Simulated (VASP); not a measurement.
ZnSe:

```
Zn Se
1.0
     0.00000    2.86614    2.86614
     2.86614    0.00000    2.86614
     2.86614    2.86614    0.00000
Zn Se
1 1
Direct
  0.00000 0.00000 0.00000
  0.25000 0.25000 0.25000
```

| Quantity | Value |
| --- | --- |
| Program | VASP 6.6.1 |
| Task | relaxation of cell and atoms |
| Functional | r2SCAN |
| Potentials or basis | VASP PAW PBE potentials, release 64 (Zn, Se) |
| Cutoff | 600 eV |
| k mesh | 8 × 8 × 8 |
| Occupations | fermi-dirac, width 0.02 eV |
| Spin | no spin polarisation |

At the start: pressure -2.1 GPa; volume 23.54 Å³/atom.

**Question.** Where does the relaxation end?

**Answer.** Over 4 steps the energy falls by 5.7 meV/atom and the volume is 22.75 Å³/atom (-3.4 %); space group F-43m (No. 216, to 0.1 Å) before and after.

The path:
```csv
step,energy change (eV),largest force (eV/Å),pressure (GPa),volume (Å³)
1,0.0000,0.0000,-2.10,47.09
2,-0.0106,0.0000,0.70,45.02
3,-0.0115,0.0000,0.07,45.44
4,-0.0115,0.0000,0.00,45.50
```

Final structure:
```
CELL_PARAMETERS angstrom
0.00000 2.83347 2.83347
2.83347 0.00000 2.83347
2.83347 2.83347 0.00000
ATOMIC_POSITIONS crystal
Zn 0.00000 0.00000 0.00000
Se 0.25000 0.25000 0.25000
```

Caveat: the PAW data sets were made with another functional, which shifts forces and pressure a little.
